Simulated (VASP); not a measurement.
The system is LaRhS3.

```
La Rh S
1.0
     4.79182    0.00000    0.00000
     0.00000    4.79182    0.00000
     0.00000    0.00000    4.79182
La Rh S
1 1 3
Direct
  0.50000 0.50000 0.50000
  0.00000 0.00000 0.00000
  0.00000 0.50000 0.50000
  0.50000 0.50000 0.00000
  0.50000 0.00000 0.50000
```

```yaml
Program: VASP 6.6.1
Task: relaxation of cell and atoms
Functional: PBE
Potentials_or_basis: VASP PAW PBE potentials, release 64 (La, Rh_pv, S)
Cutoff: 600 eV
k_mesh: 4 × 4 × 4
Occupations: gaussian, width 0.1 eV
Spin: collinear spin, ferromagnetic start
Starting_moments: "[0.0, 1.0, 0.0, 0.0, 0.0] μB"
```

At the start: pressure 22.7 GPa; volume 22.01 Å³/atom.

Task: How do energy, volume and symmetry change on relaxing?

Result: Over 4 steps the energy falls by 538.7 meV/atom and the volume is 32.78 Å³/atom (+49.0 %); space group Pm-3m (No. 221, to 0.05 Å); moment 3.97 μB per cell.

Step by step:
| step | energy change (eV) | largest force (eV/Å) | pressure (GPa) | volume (Å³) |
| --- | --- | --- | --- | --- |
| 1 | 0.0000 | 0.0000 | 22.74 | 110.03 |
| 2 | -2.6864 | 0.0000 | -0.58 | 167.64 |
| 3 | -2.6923 | 0.0000 | 0.24 | 162.44 |
| 4 | -2.6934 | 0.0000 | -0.01 | 163.90 |

Final structure:
```
La Rh S
1.0
     5.47258    0.00000    0.00000
     0.00000    5.47258    0.00000
     0.00000    0.00000    5.47258
La Rh S
1 1 3
Direct
  0.50000 0.50000 0.50000
  0.00000 0.00000 0.00000
  0.00000 0.50000 0.50000
  0.50000 0.50000 0.00000
  0.50000 0.00000 0.50000
```

Caveat: the volume moved by over 15 % at a fixed basis, so the end points are rough.
